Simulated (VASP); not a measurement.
# Sn2As3 (P-3m1) in VASP: notebook, part 2 of 2

VASP 6.6.1.

**5. Relaxation of cell and atoms, PBE**

The input, INCAR:

```
SYSTEM = Sn2As3
  ALGO = Normal
  EDIFF = 1E-6
  EDIFFG = -0.04
  ENCUT = 600
  GGA = PE
  IBRION = 2
  ISIF = 3
  ISMEAR = 0
  LASPH = .True.
  LCHARG = .False.
  LREAL = .False.
  LWAVE = .False.
  NELM = 100
  NSW = 90
  PREC = Accurate
  SIGMA = 0.1
```

The input, KPOINTS:

```
k-points
0
Gamma
  6 6 4
  0 0 0
```

The input, POSCAR:

```
Sn2As3
1.0
    4.3552722162      0.0000000000      0.0000000000
   -2.1776361081      3.7717763797      0.0000000000
    0.0000000000      0.0000000000      6.7760961131
Sn As
2 3
Direct
    0.3333333333      0.6666666667      0.2450000000
    0.6666666667      0.3333333333      0.7550000000
    0.0000000000      0.0000000000      0.0000000000
    0.3333333333      0.6666666667      0.6450000000
    0.6666666667      0.3333333333      0.3550000000
```

Potentials or basis: VASP PAW PBE potentials, release 64 (Sn_d, As).

Run with:

```console
$ cat potpaw_PBE.64/Sn_d/POTCAR potpaw_PBE.64/As/POTCAR > POTCAR
$ mpirun -np 1 vasp_std > vasp.out
```

OUTCAR:

```text
SYSTEM = Sn2As3
   EDIFF = 1E-6
   EDIFFG = -0.04
   ENCUT = 600
   GGA = PE
   IBRION = 2
   ISIF = 3
   ISMEAR = 0
   LASPH = .True.
   LREAL = .False.
   NELM = 100
   NSW = 90
   PREC = Accurate

 ion  position               nearest neighbor table
   1  0.333  0.667  0.245-   5 2.62   5 2.62   5 2.62   4 2.71   3 3.01   3 3.01   3 3.01
   2  0.667  0.333  0.755-   4 2.62   4 2.62   4 2.62   5 2.71   3 3.01   3 3.01   3 3.01
   3  0.000  0.000  0.000-   1 3.01   2 3.01   2 3.01   1 3.01   2 3.01   1 3.01
   4  0.333  0.667  0.645-   2 2.62   2 2.62   2 2.62   1 2.71
   5  0.667  0.333  0.355-   1 2.62   1 2.62   1 2.62   2 2.71

  LATTYP: Found a hexagonal cell.
 ALAT       =     4.3552722162
 C/A-ratio  =     1.5558375635

  Lattice vectors:

 A1 = (   4.3552722162,   0.0000000000,   0.0000000000)
 A2 = (  -2.1776361081,   3.7717763797,   0.0000000000)
 A3 = (   0.0000000000,   0.0000000000,   6.7760961131)

Analysis of symmetry for initial positions (statically):
=====================================================================
 Subroutine PRICEL returns:
 Original cell was already a primitive cell.

 Routine SETGRP: Setting up the symmetry group for a
 hexagonal supercell.

 Subroutine GETGRP returns: Found 12 space group operations
 (whereof 12 operations were pure point group operations)
 out of a pool of 24 trial point group operations.

The static configuration has the point symmetry D_3d.

Analysis of symmetry for dynamics (positions and initial velocities):
=====================================================================
 Subroutine PRICEL returns:
 Original cell was already a primitive cell.

 Routine SETGRP: Setting up the symmetry group for a
 hexagonal supercell.

 Subroutine GETGRP returns: Found 12 space group operations
 (whereof 12 operations were pure point group operations)
 out of a pool of 24 trial point group operations.

The dynamic configuration has the point symmetry D_3d.

 Subroutine INISYM returns: Found 12 space group operations
 (whereof 12 operations are pure point group operations),
 and found     1 'primitive' translations

----------------------------------------------------------------------------------------

                                     Primitive cell

  volume of cell :     111.3117

  direct lattice vectors                    reciprocal lattice vectors
     4.355272216  0.000000000  0.000000000     0.229606773  0.132563532  0.000000000
    -2.177636108  3.771776380  0.000000000     0.000000000  0.265127065  0.000000000
     0.000000000  0.000000000  6.776096113     0.000000000  0.000000000  0.147577600

  length of vectors
     4.355272216  4.355272216  6.776096113     0.265127065  0.265127065  0.147577600

  position of ions in fractional coordinates (direct lattice)
     0.333333333  0.666666667  0.245000000
     0.666666667  0.333333333  0.755000000
     0.000000000  0.000000000  0.000000000
     0.333333333  0.666666667  0.645000000
     0.666666667  0.333333333  0.355000000

  ion indices of the primitive-cell ions
   primitive index   ion index
                 1           1
                 2           2
                 3           3
                 4           4
                 5           5

----------------------------------------------------------------------------------------

 KPOINTS: k-points

Automatic generation of k-mesh.
 Grid dimensions read from file:
 generate k-points for:    6    6    4

 Generating k-lattice:

  Cartesian coordinates                     Fractional coordinates (reciprocal lattice)
     0.038267796  0.022093922  0.000000000     0.166666667  0.000000000  0.000000000
     0.000000000  0.044187844  0.000000000     0.000000000  0.166666667  0.000000000
     0.000000000  0.000000000  0.036894400     0.000000000  0.000000000  0.250000000

  Length of vectors
     0.044187844  0.044187844  0.036894400

  Shift w.r.t. Gamma in fractional coordinates (k-lattice)
     0.000000000  0.000000000  0.000000000

 Subroutine IBZKPT returns following result:
 ===========================================

 Found     24 irreducible k-points:

 Following reciprocal coordinates:
            Coordinates               Weight
  0.000000  0.000000  0.000000      1.000000
  0.166667  0.000000  0.000000      6.000000
  0.333333  0.000000  0.000000      6.000000
  0.500000  0.000000  0.000000      3.000000
  0.166667  0.166667  0.000000      6.000000
  0.333333  0.166667  0.000000     12.000000
[... 16 lines left out ...]
  0.333333  0.166667  0.500000     12.000000
  0.333333  0.333333  0.500000      2.000000
   k-points           NKPTS =     24   k-points in BZ     NKDIM =     24   number of bands    NBANDS=     25
   number of dos      NEDOS =    301   number of ions     NIONS =      5
   total plane-waves  NPLWV =  69984
   dimension x,y,z NGX =    36 NGY =   36 NGZ =   54
   dimension x,y,z NGXF=    72 NGYF=   72 NGZF=  108
   ions per type =               2   3
   NGX,Y,Z   is equivalent  to a cutoff of  13.74, 13.74, 13.25 a.u.
   NGXF,Y,Z  is equivalent  to a cutoff of  27.48, 27.48, 26.50 a.u.
 SYSTEM =  Sn2As3
   PREC   = accura    normal or accurate (medium, high low for compatibility)
   ISTART =      0    job   : 0-new  1-cont  2-samecut
   ICHARG =      2    charge: 1-file 2-atom 10-const
   ISPIN  =      1    spin polarized calculation?
   LNONCOLLINEAR =      F non collinear calculations
   LSORBIT =      F    spin-orbit coupling
   LASPH  =      T    aspherical Exc in radial PAW
   ENCUT  =  600.0 eV  44.10 Ry    6.64 a.u.   8.70  8.70 13.53*2*pi/ulx,y,z
   NELM   =    100;   NELMIN=  2; NELMDL= -5     # of ELM steps
   EDIFF  = 0.1E-05   stopping-criterion for ELM
   LREAL  =      F    real-space projection
   EDIFFG = -.4E-01   stopping-criterion for IOM
   NSW    =     90    number of steps for IOM
   IBRION =      2    ionic relax: 0-MD 1-quasi-New 2-CG
   NFREE  =      1    steps in history (QN), initial steepest desc. (CG)
   ISIF   =      3    stress and relaxation
   ISYM   =      2    0-nonsym 1-usesym 2-fastsym
   POTIM  = 0.5000    time-step for ionic-motion
   TEBEG  =    0.0;   TEEND  =   0.0 temperature during run
   PSTRESS=    0.0 pullay stress
   NELECT =      43.0000    total number of electrons
   NUPDOWN=      -1.0000    fix difference up-down
   EMIN   =  10.00;   EMAX   =-10.00  energy-range for DOS
   EFERMI =   0.00;   METHOD = LEGACY
   ISMEAR =     0;   SIGMA  =   0.10  broadening in eV -4-tet -1-fermi 0-gaus
   EFERMI_NEDOS =   21; number of points for ismear=-14 and -15
   IALGO  =     38    algorithm
   IMIX   =      4    mixing-type and parameters
     AMIX     =   0.40;   BMIX     =  1.00
     AMIX_MAG =   1.60;   BMIX_MAG =  1.00
  volume/ion in A,a.u.               =      22.26       150.23
  Fermi-wavevector in a.u.,A,eV,Ry     =   1.192296  2.253113 19.341627  1.421570
  Thomas-Fermi vector in A             =   2.328337
   LORBIT       =      0    0 simple, 1 ext, 2 COOP (PROOUT), +10 PAW based schemes
   GGA     = PE    functional components
   LHFCALC =     F    Hartree Fock is set to
   AEXX    =    0.0000 exact exchange contribution
   IVDW    =     0    specifies the selected vdW correction
   LEPSILON=     F    determine dielectric tensor
   LRPA    =     F    only Hartree local field effects (RPA)
 conjugate gradient relaxation of ions
 non-spin polarized calculation
 Gauss-broadening in eV      SIGMA  =   0.10
  energy-cutoff  :      600.00
  volume of cell :      111.31
 maximum number of plane-waves:      3734
 NGX is ok and might be reduce to    36
   NGX = 17   NGY = 17   NGZ = 27

--------------------------------------- Ionic step        1  -------------------------------------------

 number of electron      42.9999982 magnetization

 Free energy of the ion-electron system (eV)
  ---------------------------------------------------
  ext. energy  EPLUGINS =         0.00000000
  ---------------------------------------------------
  free energy    TOTEN  =       -19.33434281 eV

  energy without entropy =      -19.30817781  energy(sigma->0) =      -19.32126031

------------------------ aborting loop because EDIFF is reached ----------------------------------------

  FORCE on cell =-STRESS in cart. coord.  units (eV):
  Direction    XX          YY          ZZ          XY          YZ          ZX
  --------------------------------------------------------------------------------------
  -------------------------------------------------------------------------------------
  Total        9.4359240      9.4359240      8.3031009      0.0000000      0.0000000      0.0000000
  in kB      135.8170268    135.8170268    119.5116103      0.0000000      0.0000000      0.0000000
  external PRESSURE =     130.3818880 kB  Pullay stress =       0.0000000 kB
[... 1459 lines left out ...]
     24       5.7642      0.00000
     25       8.1116      0.00000

[... ionic steps 4 to 29 ...]

--------------------------------------- Ionic step       30  -------------------------------------------

 number of electron      43.0000011 magnetization

------------------------ aborting loop because EDIFF is reached ----------------------------------------
[... 73 lines left out ...]
--------------------------------------- Ionic step       32  -------------------------------------------

 number of electron      43.0000010 magnetization

 Free energy of the ion-electron system (eV)
  ---------------------------------------------------
  ext. energy  EPLUGINS =         0.00000000
  ---------------------------------------------------
  free energy    TOTEN  =       -21.09238910 eV

  energy without entropy =      -21.08309070  energy(sigma->0) =      -21.08773990

 E-fermi :   5.0182     XC(G=0):  -9.3721

 val. band max:        5.0101505374   @ k =   0.3333   0.0000   0.0000
 cond. band min:       5.0616375927   @ k =   0.0000   0.0000   0.2500
 fundamental gap:      0.0514870552
 Fermi energy:         5.0181819424
[... 702 lines left out ...]
  FREE ENERGIE OF THE ION-ELECTRON SYSTEM (eV)
  ---------------------------------------------------
  free  energy   TOTEN  =       -21.0923890981 eV

  energy  without entropy=      -21.0830906951  energy(sigma->0) =      -21.08773990

 reached required accuracy - stopping structural energy minimisation
```

Wall time 13 min (1 thread of Intel Xeon 6975P-C (Granite Rapids), shared host); peak memory 0.31 GiB.

Results:

* Free energy: -21.0924 eV
* Relaxed volume: 27.51 Å³/atom
* Relaxed cell: a = 4.494 Å, b = 4.494 Å, c = 7.865 Å, α = 90.00°, β = 90.00°, γ = 120.00°
* Space group after relaxing (to 0.1 Å): P-3m1 (No. 164)
* Energy gained by relaxing: 351.6 meV/atom
* Ionic steps: 32
* Pressure after relaxing: 0.0 GPa
* Largest force after relaxing: 0.023 eV/Å
* Band gap on the k mesh: zero (an odd number of electrons rules out a gap without spin polarisation)

Forces in eV/Å, atoms in the order of the input:
```
Sn   0.000  0.000 -0.001
Sn   0.000  0.000  0.001
As   0.000  0.000  0.000
As   0.000  0.000 -0.023
As   0.000  0.000  0.023
```

Step by step:
| step | energy change (eV) | largest force (eV/Å) | pressure (GPa) | volume (Å³) |
| --- | --- | --- | --- | --- |
| 1 | 0.0000 | 1.8259 | 13.04 | 111.31 |
| 2 | -0.6469 | 0.3246 | -4.42 | 143.12 |
| 3 | -0.8100 | 0.6913 | -0.64 | 131.52 |
| 4 | -0.8636 | 0.6244 | -0.51 | 130.47 |
| 5 | -0.9882 | 0.3801 | 0.06 | 127.37 |
| 6 | -0.9955 | 0.3511 | 2.18 | 121.27 |
| 7 | -1.0386 | 0.2860 | 0.95 | 124.30 |
| 8 | -1.0516 | 0.2397 | -1.16 | 128.84 |
| 9 | -1.0557 | 0.2476 | -0.49 | 127.30 |
| 10 | -1.0787 | 0.2038 | -0.31 | 126.96 |
| 11 | -1.1661 | 0.3896 | 0.60 | 125.86 |
| 12 | -1.4650 | 0.5969 | 4.20 | 123.41 |
| 13 | -0.2871 | 0.8236 | 16.94 | 117.56 |
| 14 | -1.4698 | 0.2677 | 6.95 | 122.14 |
| 15 | -1.5092 | 0.1206 | 5.79 | 122.74 |
| 16 | -1.5110 | 0.1315 | 5.57 | 122.85 |
| 17 | -1.5125 | 0.1166 | 5.60 | 122.87 |
| 18 | -1.5163 | 0.1225 | 5.68 | 122.94 |
| 19 | -1.5210 | 0.1402 | 5.84 | 123.07 |
| 20 | -1.5198 | 0.2013 | 6.16 | 123.32 |
| 21 | -1.5221 | 0.1517 | 5.97 | 123.19 |
| 22 | -1.5290 | 0.1537 | 5.88 | 123.38 |
| 23 | -1.5491 | 0.1540 | 5.55 | 123.96 |
| 24 | -1.5861 | 0.1541 | 4.94 | 125.13 |
| 25 | -1.6484 | 0.1520 | 3.77 | 127.50 |
| 26 | -1.7285 | 0.1396 | 1.71 | 132.31 |
| 27 | -1.7348 | 0.1819 | -1.51 | 142.29 |
| 28 | -1.7552 | 0.1224 | -0.19 | 137.72 |
| 29 | -1.7552 | 0.1213 | -0.08 | 137.41 |
| 30 | -1.7557 | 0.1111 | -0.08 | 137.43 |
| 31 | -1.7569 | 0.0768 | -0.07 | 137.47 |
| 32 | -1.7580 | 0.0228 | 0.00 | 137.55 |

Final structure:
```
Sn As
1.0
     4.49383    0.00000    0.00000
    -2.24691    3.89177    0.00000
     0.00000    0.00000    7.86515
Sn As
2 3
Direct
  0.33333 0.66667 0.17750
  0.66667 0.33333 0.82250
  0.00000 0.00000 0.00000
  0.33333 0.66667 0.54037
  0.66667 0.33333 0.45963
```

Levels at points of the mesh, in eV from the Fermi level:
```tsv
k point	band 19	band 20	band 21	band 22	band 23	band 24
(0.00, 0.00, 0.00)	-1.67	-1.67	0.15	0.78	1.10	1.10
(0.50, 0.00, 0.00)	-2.59	-1.80	-1.48	0.68	0.86	1.72
(0.00, 0.00, 0.50)	-1.60	-1.60	-0.05	0.66	0.66	1.06
(0.50, 0.00, 0.50)	-2.92	-2.10	-1.61	0.20	1.26	1.96
```

Caveat: the volume moved by over 15 % at a fixed basis, so the end points are rough; spin-orbit coupling is left out, which moves the levels of the heavy elements.

**6. Relaxation of cell and atoms, PBE**

This run uses another cell than the first one, of 25.85 Å³/atom.

The input, INCAR:

```
SYSTEM = Sn2As3
ALGO     = Normal         ! electronic algorithm
EDIFF    = 1E-7           ! SCF threshold, eV
EDIFFG   = -0.01          ! ionic threshold
ENCUT    = 600            ! plane-wave cutoff, eV
GGA      = PE             ! functional
IBRION   = 2              ! ionic algorithm
ISIF     = 3              ! what is computed and relaxed
ISMEAR   = 0              ! smearing method
LASPH    = .True.         ! aspherical terms in the spheres
LCHARG   = .False.        ! write CHGCAR
LREAL    = .False.        ! projectors in reciprocal space
LWAVE    = .False.        ! write WAVECAR
NELM     = 100            ! most SCF steps
NSW      = 100            ! ionic steps
PREC     = Accurate       ! precision mode
SIGMA    = 0.1            ! smearing width, eV
```

The input, KPOINTS:

```
k-points
0
Gamma
  12 12 4
  0 0 0
```

The input, POSCAR:

```
Sn2As3
1.0
    4.0118049435      0.0000000000      0.0000000000
   -2.0059024717      3.4743249961      0.0000000000
    0.0000000000      0.0000000000      9.2742374598
Sn As
2 3
Direct
    0.3333333333      0.6666666667      0.1836282964
    0.6666666667      0.3333333333      0.8163717036
    0.0000000000      0.0000000000      0.0000000000
    0.3333333333      0.6666666667      0.5687509808
    0.6666666667      0.3333333333      0.4312490192
```

Potentials or basis: VASP PAW PBE potentials, release 64 (Sn_d, As).

Run with:

```console
$ cat potpaw_PBE.64/Sn_d/POTCAR potpaw_PBE.64/As/POTCAR > POTCAR
$ mpirun -np 1 vasp_std > vasp.out
```

It took 23 min on 1 thread of Intel Xeon 6975P-C (Granite Rapids), shared host; peak memory 0.45 GiB.

The run converged. Its results:

| Quantity | Value |
| --- | --- |
| Free energy | -21.3666 eV |
| Relaxed volume | 25.50 Å³/atom |
| Relaxed cell | a = 3.900 Å, b = 3.900 Å, c = 9.678 Å, α = 90.00°, β = 90.00°, γ = 120.00° |
| Space group after relaxing (to 0.1 Å) | P-3m1 (No. 164) |
| Energy gained by relaxing | 7.2 meV/atom |
| Ionic steps | 17 |
| Pressure after relaxing | 0.0 GPa |
| Largest force after relaxing | 0.006 eV/Å |
| Band gap on the k mesh | zero (an odd number of electrons rules out a gap without spin polarisation) |

Forces on the atoms (eV/Å):
```
Sn   0.000  0.000  0.005
Sn   0.000  0.000 -0.005
As   0.000  0.000  0.000
As   0.000  0.000  0.006
As   0.000  0.000 -0.006
```

The path:
| step | energy change (eV) | largest force (eV/Å) | pressure (GPa) | volume (Å³) |
| --- | --- | --- | --- | --- |
| 1 | 0.0000 | 0.1461 | -0.05 | 129.27 |
| 2 | -0.0095 | 0.1124 | -0.20 | 129.11 |
| 3 | -0.0274 | 0.0908 | -0.61 | 128.58 |
| 4 | -0.0280 | 0.1253 | -0.72 | 128.43 |
| 5 | -0.0324 | 0.1041 | -0.20 | 126.96 |
| 6 | -0.0326 | 0.0981 | -0.06 | 126.57 |
| 7 | -0.0334 | 0.0763 | 0.01 | 126.60 |
| 8 | -0.0342 | 0.0358 | 0.13 | 126.66 |
| 9 | -0.0343 | 0.0233 | 0.17 | 126.67 |
| 10 | -0.0348 | 0.0169 | 0.01 | 127.17 |
| 11 | -0.0349 | 0.0163 | -0.09 | 127.50 |
| 12 | -0.0353 | 0.0034 | -0.05 | 127.49 |
| 13 | -0.0356 | 0.0156 | 0.02 | 127.47 |
| 14 | -0.0357 | 0.0242 | 0.05 | 127.47 |
| 15 | -0.0358 | 0.0030 | -0.07 | 127.70 |
| 16 | -0.0358 | 0.0056 | -0.05 | 127.66 |
| 17 | -0.0359 | 0.0056 | 0.00 | 127.49 |

Final structure:
```xyz
5
Lattice="3.9003 0.0000 0.0000 -1.9501 3.3777 0.0000 0.0000 0.0000 9.6777" Properties=species:S:1:pos:R:3 pbc="T T T"
Sn    0.0000    2.2518    1.7655
Sn    1.9501    1.1259    7.9122
As    3.9003    0.0000    0.0000
As    0.0000    2.2518    5.5243
As    1.9501    1.1259    4.1534
```

Levels at points of the mesh, in eV from the Fermi level:
| k point | band 19 | band 20 | band 21 | band 22 | band 23 | band 24 | band 25 |
| --- | --- | --- | --- | --- | --- | --- | --- |
| (0.00, 0.00, 0.00) | -0.39 | -0.32 | -0.32 | 1.48 | 1.48 | 2.21 | 2.34 |
| (0.50, 0.00, 0.00) | -2.38 | -2.02 | -1.84 | -1.43 | 0.90 | 0.96 | 1.98 |
| (0.00, 0.00, 0.50) | -0.31 | -0.31 | -0.13 | 1.45 | 1.45 | 1.68 | 2.75 |
| (0.50, 0.00, 0.50) | -3.13 | -1.97 | -0.89 | 0.22 | 0.36 | 0.77 | 1.91 |

Caveat: spin-orbit coupling is left out, which moves the levels of the heavy elements.

**7. Overview**

```tsv
task	cell	k mesh	cutoff (eV)	gap on the mesh (eV)	pressure (GPa)	relaxed volume (Å³/atom)	largest force (eV/Å)
single point	a = 4.355, b = 4.355, c = 6.776 Å, angles 90.0, 90.0, 120.0°, 5 atoms, atomic positions A	6 × 6 × 4	520	none	13.0	-	1.83
single point	a = 4.012, b = 4.012, c = 9.274 Å, angles 90.0, 90.0, 120.0°, 5 atoms, atomic positions B	6 × 6 × 4	520	none	-0.1	-	0.02
single point	a = 3.899, b = 3.899, c = 9.681 Å, angles 90.0, 90.0, 120.0°, 5 atoms, atomic positions C	12 × 12 × 4	520	none	0.1	-	0.04
relaxation of cell and atoms	relaxed from a = 4.355, b = 4.355, c = 6.776 Å, angles 90.0, 90.0, 120.0°, 5 atoms, atomic positions A	6 × 6 × 4	600	none	0.0	27.51	0.02
relaxation of cell and atoms	relaxed from a = 4.012, b = 4.012, c = 9.274 Å, angles 90.0, 90.0, 120.0°, 5 atoms, atomic positions B	12 × 12 × 4	600	none	0.0	25.50	0.01
```

Alike in all rows: level PBE; potentials or basis VASP PAW PBE potentials, release 64 (Sn_d, As); no spin polarisation; smearing gaussian 0.1 eV.

Caveats: spin-orbit coupling is left out, which moves the levels of the heavy elements; the cell stands under pressure (at least some runs); forces of over 1 eV/Å act on the atoms, so gaps and moduli don't describe the material at rest (at least some runs); the volume moved by over 15 % at a fixed basis, so the end points are rough (at least some runs).

Absolute energies hang on the potentials; compare differences alone.
